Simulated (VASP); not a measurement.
Set up this calculation in VASP 6.6.1, as the native input.

| Item | Value |
| --- | --- |
| Task | single point |
| Functional | PBE |
| Potentials or basis | VASP PAW PBE potentials, release 64 (Ta_pv, Si, O) |
| Cutoff | 520 eV |
| k mesh | 6 × 6 × 4 |
| Occupations | gaussian, width 0.1 eV |
| Spin | no spin polarisation |
| Dipole correction | no |
| Further INCAR settings | ALGO = Normal; EDIFF = 1e-06; NBANDS = 26 |

The structure of Ta2Si2O lies in POSCAR:

```
Ta2Si2O
1.0
    4.1850305500      0.0000000000      0.0000000000
   -2.0925152800      3.6243427700      0.0000000000
    0.0000000000      0.0000000000      5.7529322600
Ta Si O
2 2 1
Direct
    0.0000000000      0.0000000000      0.7077634600
    0.0000000000      0.0000000000      0.2922365400
    0.3333333300      0.6666666700      0.5000000000
    0.6666666700      0.3333333300      0.5000000000
    0.0000000000      0.0000000000      0.0000000000
```

The cell was built from a structure type or drawn by symmetry, and may not be a known phase.

The input as run:

INCAR

```
SYSTEM = Ta2Si2O
PREC = Accurate
ENCUT = 520
EDIFF = 1E-6
ISMEAR = 0
SIGMA = 0.1
LREAL = .False.
LASPH = .True.
NELM = 60
ALGO = Normal
ISIF = 2
LWAVE = .False.
LCHARG = .True.
GGA = PE
LELF = .True.
LVHAR = .True.
NBANDS = 26
```

KPOINTS

```
Automatic mesh
0
Gamma
  6 6 4
  0 0 0
```

Potentials or basis: VASP PAW PBE potentials, release 64 (Ta_pv, Si, O).

Launch:

```console
$ cat potpaw_PBE.64/Ta_pv/POTCAR potpaw_PBE.64/Si/POTCAR potpaw_PBE.64/O/POTCAR > POTCAR
$ mpirun -np 1 vasp_std > vasp.out
```

It gave:

- Pressure: 32.0 GPa
- Largest force: 6.837 eV/Å
- Band gap on the k mesh: zero (bands 18 and 19 overlap by 0.95 eV)

Caveat: the cell stands under pressure; spin-orbit coupling is left out, which moves the levels of the heavy elements; forces of over 1 eV/Å act on the atoms, so gaps and moduli don't describe the material at rest.

It took 40 s on 1 thread of Intel(R) Xeon(R) Platinum 8175M CPU @ 2.50GHz (Skylake/Cascade Lake), with other jobs on the host, peak memory 0.23 GiB.
